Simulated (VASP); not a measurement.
# SrSiH6 (P1) in VASP: single point with PBEsol

Aim: the single point of SrSiH6 with PBEsol.

All numbers are computed with VASP 6.6.1; they aren't measurements. Logs are shortened: lines on timing, memory, paths and dates and some standing lists are left out, and cuts for length are marked.

## Step 1: The cell of the first run

The typed cell holds 8 atoms: a = 4.346 Å, b = 4.095 Å, c = 6.166 Å, α = 88.27°, β = 73.26°, γ = 119.42°.

## Step 2: Single point, PBEsol

Contents of INCAR:

```
  ALGO = Normal
  EDIFF = 1E-7
  ENCUT = 520
  GGA = PS
  ISIF = 2
  ISMEAR = -1
  LASPH = True
  LCHARG = False
  LREAL = False
  LWAVE = False
  NBANDS = 20
  NELM = 100
  PREC = Accurate
  SIGMA = 0.05
```

Contents of KPOINTS:

```
k-points
0
Gamma
  6 6 4
```

Contents of POSCAR:

```
SrSiH6
1.0
    4.1645502623     -1.0931177460      0.5910746099
   -1.0834203806      3.9461443089      0.1422190041
    1.0614966491      0.2664182036      6.0677577299
Sr Si H
1 1 6
Direct
    0.1638746233     -0.0583241454      0.0213353625
   -0.3383770575      0.1650941902      0.4702853798
    0.5623630943      0.6549284328     -0.0500337590
    0.2034313431      0.4718346172      0.7763417655
    0.7239510703     -0.1668496417      0.4092906480
    0.6006520537      0.2334636178      0.2394306189
    0.0855081744      0.4771780266      0.3616183504
   -0.0138081742      0.3487990307      0.7950112476
```

Potentials or basis: VASP PAW PBE potentials, release 64 (Sr_sv, Si, H).

Started as:

```bash
$ cat potpaw_PBE.64/Sr_sv/POTCAR potpaw_PBE.64/Si/POTCAR potpaw_PBE.64/H/POTCAR > POTCAR
$ mpirun -np 1 vasp_std > vasp.out
```

OUTCAR:

```text
EDIFF = 1E-7
   ENCUT = 520
   GGA = PS
   ISIF = 2
   ISMEAR = -1
   LASPH = True
   LREAL = False
   NELM = 100
   PREC = Accurate

 ion  position               nearest neighbor table
   1  0.164  0.942  0.021-   5 2.46   3 2.47   3 2.48   6 2.49   3 2.50   4 2.51   4 2.52   7 2.62
                             8 2.66   6 2.67   8 2.72   8 2.94   2 3.27   2 3.42   2 3.45   2 3.85
   2  0.662  0.165  0.470-   5 1.55   7 1.55   6 1.56   1 3.27   1 3.42   1 3.45   1 3.85
   3  0.562  0.655  0.950-   1 2.47   1 2.48   1 2.50
   4  0.203  0.472  0.776-   8 0.79   1 2.51   1 2.52
   5  0.724  0.833  0.409-   2 1.55   1 2.46
   6  0.601  0.233  0.239-   2 1.56   1 2.49   1 2.67
   7  0.086  0.477  0.362-   2 1.55   1 2.62
   8  0.986  0.349  0.795-   4 0.79   1 2.66   1 2.72   1 2.94

  LATTYP: Found a triclinic cell.
 ALAT       =     4.0946405059
 B/A-ratio  =     2.4667943511
 C/A-ratio  =     4.2960093445
 COS(alpha) =     0.0007368273
 COS(beta)  =     0.5981792676
 COS(gamma) =     0.7922906933

  Lattice vectors:

 A1 = (   1.0834203806,  -3.9461443089,  -0.1422190041)
 A2 = (   3.2283374103,  -7.6258704142,   5.7833197217)
 A3 = (  -3.0372824187, -11.2781515879, -13.1532470820)

Analysis of symmetry for initial positions (statically):
=====================================================================
 Subroutine PRICEL returns:
 Original cell was already a primitive cell.

 Routine SETGRP: Setting up the symmetry group for a
 triclinic supercell.

 Subroutine GETGRP returns: Found  1 space group operations
 (whereof  1 operations were pure point group operations)
 out of a pool of  2 trial point group operations.

The static configuration has the point symmetry C_1 .

Analysis of symmetry for dynamics (positions and initial velocities):
=====================================================================
 Subroutine PRICEL returns:
 Original cell was already a primitive cell.

 Routine SETGRP: Setting up the symmetry group for a
 triclinic supercell.

 Subroutine GETGRP returns: Found  1 space group operations
 (whereof  1 operations were pure point group operations)
 out of a pool of  2 trial point group operations.

The dynamic configuration has the point symmetry C_1 .

 Subroutine INISYM returns: Found  1 space group operations
 (whereof  1 operations are pure point group operations),
 and found     1 'primitive' translations

----------------------------------------------------------------------------------------

                                     Primitive cell

  volume of cell :      89.5616

  direct lattice vectors                    reciprocal lattice vectors
     4.164550262 -1.093117746  0.591074610     0.266926396  0.075086830 -0.049993093
    -1.083420381  3.946144309  0.142219004     0.075816487  0.275140858 -0.025344038
     1.061496649  0.266418204  6.067757730    -0.027778954 -0.013763268  0.170269496

  length of vectors
     4.346004428  4.094640506  6.165666036     0.281757063  0.286518676  0.173068770

  position of ions in fractional coordinates (direct lattice)
     0.163874623  0.941675855  0.021335362
     0.661622943  0.165094190  0.470285380
     0.562363094  0.654928433  0.949966241
     0.203431343  0.471834617  0.776341766
     0.723951070  0.833150358  0.409290648
     0.600652054  0.233463618  0.239430619
     0.085508174  0.477178027  0.361618350
     0.986191826  0.348799031  0.795011248

  ion indices of the primitive-cell ions
   primitive index   ion index
                 1           1
                 2           2
                 3           3
                 4           4
                 5           5
                 6           6
                 7           7
                 8           8

----------------------------------------------------------------------------------------

 KPOINTS: k-points

Automatic generation of k-mesh.
 Grid dimensions read from file:
 generate k-points for:    6    6    4

 Generating k-lattice:

  Cartesian coordinates                     Fractional coordinates (reciprocal lattice)
     0.044487733  0.012514472 -0.008332182     0.166666667  0.000000000  0.000000000
     0.012636081  0.045856810 -0.004224006    -0.000000000  0.166666667  0.000000000
    -0.006944738 -0.003440817  0.042567374     0.000000000 -0.000000000  0.250000000

  Length of vectors
     0.046959510  0.047753113  0.043267192

  Shift w.r.t. Gamma in fractional coordinates (k-lattice)
     0.000000000  0.000000000  0.000000000

 Subroutine IBZKPT returns following result:
 ===========================================

 Found     76 irreducible k-points:

 Following reciprocal coordinates:
            Coordinates               Weight
  0.000000  0.000000  0.000000      1.000000
  0.166667 -0.000000  0.000000      2.000000
  0.333333  0.000000  0.000000      2.000000
  0.500000 -0.000000  0.000000      1.000000
 -0.000000  0.166667 -0.000000      2.000000
  0.166667  0.166667  0.000000      2.000000
[... 16 lines left out ...]
  0.333333 -0.000000  0.250000      2.000000
  0.500000  0.000000  0.250000      2.000000
 [... further k-points ...]
   k-points           NKPTS =     76   k-points in BZ     NKDIM =     76   number of bands    NBANDS=     20
   number of dos      NEDOS =    301   number of ions     NIONS =      8
   total plane-waves  NPLWV =  46080
   dimension x,y,z NGX =    32 NGY =   30 NGZ =   48
   dimension x,y,z NGXF=    64 NGYF=   60 NGZF=   96
   ions per type =               1   1   6
   NGX,Y,Z   is equivalent  to a cutoff of  12.24, 12.18, 12.94 a.u.
   NGXF,Y,Z  is equivalent  to a cutoff of  24.48, 24.36, 25.88 a.u.
 SYSTEM =  unknown system
   PREC   = accura    normal or accurate (medium, high low for compatibility)
   ISTART =      0    job   : 0-new  1-cont  2-samecut
   ICHARG =      2    charge: 1-file 2-atom 10-const
   ISPIN  =      1    spin polarized calculation?
   LNONCOLLINEAR =      F non collinear calculations
   LSORBIT =      F    spin-orbit coupling
   LASPH  =      T    aspherical Exc in radial PAW
   ENCUT  =  520.0 eV  38.22 Ry    6.18 a.u.   8.08  7.61 11.46*2*pi/ulx,y,z
   NELM   =    100;   NELMIN=  2; NELMDL= -5     # of ELM steps
   EDIFF  = 0.1E-06   stopping-criterion for ELM
   LREAL  =      F    real-space projection
   EDIFFG = 0.1E-05   stopping-criterion for IOM
   NSW    =      0    number of steps for IOM
   IBRION =     -1    ionic relax: 0-MD 1-quasi-New 2-CG
   NFREE  =      0    steps in history (QN), initial steepest desc. (CG)
   ISIF   =      2    stress and relaxation
   ISYM   =      2    0-nonsym 1-usesym 2-fastsym
   POTIM  = 0.5000    time-step for ionic-motion
   TEBEG  =    0.0;   TEEND  =   0.0 temperature during run
   PSTRESS=    0.0 pullay stress
   NELECT =      20.0000    total number of electrons
   NUPDOWN=      -1.0000    fix difference up-down
   EMIN   =  10.00;   EMAX   =-10.00  energy-range for DOS
   EFERMI =   0.00;   METHOD = LEGACY
   ISMEAR =    -1;   SIGMA  =   0.05  broadening in eV -4-tet -1-fermi 0-gaus
   EFERMI_NEDOS =   21; number of points for ismear=-14 and -15
   IALGO  =     38    algorithm
   IMIX   =      4    mixing-type and parameters
     AMIX     =   0.40;   BMIX     =  1.00
     AMIX_MAG =   1.60;   BMIX_MAG =  1.00
  volume/ion in A,a.u.               =      11.20        75.55
  Fermi-wavevector in a.u.,A,eV,Ry     =   0.993217  1.876908 13.421879  0.986480
  Thomas-Fermi vector in A             =   2.125083
   LORBIT       =      0    0 simple, 1 ext, 2 COOP (PROOUT), +10 PAW based schemes
   GGA     = PS    functional components
   LHFCALC =     F    Hartree Fock is set to
   AEXX    =    0.0000 exact exchange contribution
   IVDW    =     0    specifies the selected vdW correction
   LEPSILON=     F    determine dielectric tensor
   LRPA    =     F    only Hartree local field effects (RPA)
 non-spin polarized calculation
  energy-cutoff  :      520.00
  volume of cell :       89.56
 maximum number of plane-waves:      2432
   NGX = 17   NGY = 15   NGZ = 23

 number of electron      19.9999999 magnetization

 Free energy of the ion-electron system (eV)
  ---------------------------------------------------
  ext. energy  EPLUGINS =         0.00000000
  ---------------------------------------------------
  free energy    TOTEN  =       -28.26512652 eV

  energy without entropy =      -28.26512652  energy(sigma->0) =      -28.26512652

 E-fermi :   1.8781     XC(G=0):  -8.6840

 val. band max:        0.8712986585   @ k =   0.0000   0.0000   0.0000
 cond. band min:       3.3001178375   @ k =   0.5000   0.5000   0.0000
 fundamental gap:      2.4288191790
 Fermi energy:         1.8780811556

 k-point     1 :       0.0000    0.0000    0.0000
  band No.  band energies     occupation
      1     -33.2799      2.00000
      2     -15.4298      2.00000
      3     -15.2600      2.00000
      4     -15.2459      2.00000
      5      -8.3655      2.00000
      6      -5.7325      2.00000
[... 12 lines left out ...]
     19       8.4835      0.00000
     20       9.0951      0.00000

 k-point     2 :       0.1667   -0.0000    0.0000
  band No.  band energies     occupation
      1     -33.2771      2.00000
      2     -15.4221      2.00000
      3     -15.3047      2.00000
      4     -15.2679      2.00000
      5      -8.1344      2.00000
      6      -5.7594      2.00000
[... 12 lines left out ...]
     19       8.4438      0.00000
     20       9.4003      0.00000
[... 465 lines left out ...]
      3     -15.3895      2.00000
      4     -15.2853      2.00000
      5      -7.6694      2.00000
      6      -5.7928      2.00000
[... 12 lines left out ...]
     19       8.8770      0.00000
     20       9.3407      0.00000

 k-point    24 :       0.5000    0.0000    0.2500
  band No.  band energies     occupation
      1     -33.2689      2.00000
      2     -15.4746      2.00000
      3     -15.3897      2.00000
      4     -15.2941      2.00000
      5      -7.2426      2.00000
      6      -5.9835      2.00000
[... 12 lines left out ...]
     19       8.9464      0.00000
     20      10.1031      0.00000

 [... further k-points ...]

------------------------ aborting loop because EDIFF is reached ----------------------------------------

  FORCE on cell =-STRESS in cart. coord.  units (eV):
  Direction    XX          YY          ZZ          XY          YZ          ZX
  --------------------------------------------------------------------------------------
  -------------------------------------------------------------------------------------
  Total       -0.0190771     -0.0055340     -0.0218628      0.0037799     -0.0085838      0.0031499
  in kB       -0.3412715     -0.0989976     -0.3911060      0.0676188     -0.1535563      0.0563487
  external PRESSURE =      -0.2771250 kB  Pullay stress =       0.0000000 kB

 VOLUME and BASIS-vectors are now :
 -----------------------------------------------------------------------------
  energy-cutoff  :      520.00
  volume of cell :       89.56
      direct lattice vectors                 reciprocal lattice vectors
     4.164550262 -1.093117746  0.591074610     0.266926396  0.075086830 -0.049993093
    -1.083420381  3.946144309  0.142219004     0.075816487  0.275140858 -0.025344038
     1.061496649  0.266418204  6.067757730    -0.027778954 -0.013763268  0.170269496

 POSITION                                       TOTAL-FORCE (eV/Angst)
 -----------------------------------------------------------------------------------
     -0.31512      3.54254      0.36024         0.001078      0.002461      0.003830
      3.07570      0.05355      3.26813         0.003944     -0.001837     -0.010312
      2.64081      2.22280      6.18971         0.000860      0.001106     -0.003657
      1.16009      1.84638      4.89800         0.009383      0.002441     -0.004601
      2.54674      2.60541      3.02988        -0.001873     -0.002224      0.005100
      2.50266      0.32849      1.84104        -0.002599      0.000571      0.005649
      0.22298      1.88588      2.31262         0.000059      0.001615      0.006474
      4.57305      0.51019      5.45645        -0.010852     -0.004134     -0.002484
 -----------------------------------------------------------------------------------
    total drift:                               -0.000144     -0.000016      0.000086

  FREE ENERGIE OF THE ION-ELECTRON SYSTEM (eV)
  ---------------------------------------------------
  free  energy   TOTEN  =       -28.2651265249 eV

  energy  without entropy=      -28.2651265248  energy(sigma->0) =      -28.26512652
```

It took 2.1 min on 1 thread of AMD EPYC 7R32 (Zen 2), shared host; peak memory 0.26 GiB.

Results:

```
Free energy            : -28.2651 eV
Pressure               : 0.0 GPa
Largest force          : 0.012 eV/Å
Band gap on the k mesh : 2.43 eV (least direct gap 2.93 eV)
```

Forces in eV/Å, atoms in the order of the input:
```
Sr   0.001  0.002  0.004
Si   0.004 -0.002 -0.010
H    0.001  0.001 -0.004
H    0.009  0.002 -0.005
H   -0.002 -0.002  0.005
H   -0.003  0.001  0.006
H    0.000  0.002  0.006
H   -0.011 -0.004 -0.002
```

Caveat: the PAW data sets were made with another functional, which shifts forces and pressure a little. A k mesh can miss the band edges.
